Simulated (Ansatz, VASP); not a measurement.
## Two plane-wave programs on InSe

INCAR

```
PREC = Accurate ; ENCUT = 520
EDIFF = 1E-7 ; ISMEAR = 0
SIGMA = 0.05 ; LREAL = False
LASPH = True ; NELM = 80
ALGO = Normal ; ISIF = 2
LWAVE = False ; LCHARG = False
GGA = PS ; NBANDS = 48
```

KPOINTS

```
regular mesh
0
Gamma
  12 12 2
```

POSCAR

```
InSe
1.0
    4.0058502099      0.0000000000      0.0000000000
   -2.0029251050      3.4691680455      0.0000000000
    0.0000000000      0.0000000000     17.0021652134
In Se
4 4
Direct
    0.3333333333      0.6666666667      0.1699574747
    0.6666666667      0.3333333333      0.6699574747
    0.3333333333      0.6666666667      0.3300425253
    0.6666666667      0.3333333333      0.8300425253
    0.3333333333      0.6666666667      0.5960691720
    0.6666666667      0.3333333333      0.0960691720
    0.3333333333      0.6666666667      0.9039308280
    0.6666666667      0.3333333333      0.4039308280
```

Input for Ansatz:

```yaml
crystal:
  lattice:
    - [4.0058502099, 0.0, 0.0]
    - [-2.002925105, 3.4691680455, 0.0]
    - [0.0, 0.0, 17.0021652134]
  atoms:
    - { symbol: In, position: [0.3333333333, 0.6666666667, 0.1699574747] }
    - { symbol: In, position: [0.6666666667, 0.3333333333, 0.6699574747] }
    - { symbol: In, position: [0.3333333333, 0.6666666667, 0.3300425253] }
    - { symbol: In, position: [0.6666666667, 0.3333333333, 0.8300425253] }
    - { symbol: Se, position: [0.3333333333, 0.6666666667, 0.596069172] }
    - { symbol: Se, position: [0.6666666667, 0.3333333333, 0.096069172] }
    - { symbol: Se, position: [0.3333333333, 0.6666666667, 0.903930828] }
    - { symbol: Se, position: [0.6666666667, 0.3333333333, 0.403930828] }
basis:
  ecutwfc: 420
kpoints:
  mp_grid: { grid: [12, 12, 2] }
hamiltonian:
  xc: pbesol
scf:
  occupations: { method: gaussian, width: 0.05 }
output:
  forces: true
  stress: true
  eigenvalues: true
  write_density: true
  write_potential: true
  elf: true
  volumetric_format: npy
```

Change from the starting cell: mode 12 (107.6 1/cm) frozen in, largest displacement +0.050 Å.

Alike in both runs: task single point; functional PBEsol; k mesh 12 × 12 × 2; occupations gaussian, width 0.05 eV; no spin polarisation.

```csv
,VASP,Ansatz
version,VASP 6.6.1,Ansatz 0.2.0
potentials or method,"VASP PAW PBE potentials, release 64 (In_d, Se), cutoff 520 eV","scalar-relativistic, plane waves, PAW"
valence electrons in the cell,76,116
```

```tsv
	VASP	Ansatz	Ansatz less VASP
gap on the k mesh at the Fermi level (eV)	0.46	0.47	+0.012
least direct gap on the mesh (eV)	0.46	0.47	+0.012
pressure (GPa)	0.9	0.8	-0.07
traceless stress, the component that is largest in VASP (GPa)	0.80	0.81	+0.014
rms of the force components (eV/Å)	0.096	0.095	-0.0012
```

VASP's potentials were made for PBE, not for PBEsol. Atom by atom the forces differ by 0.012 eV/Å (rms over components). VASP's potentials hold 76 valence electrons a cell and Ansatz's 116, so a difference there can come from the potentials and not from the codes.
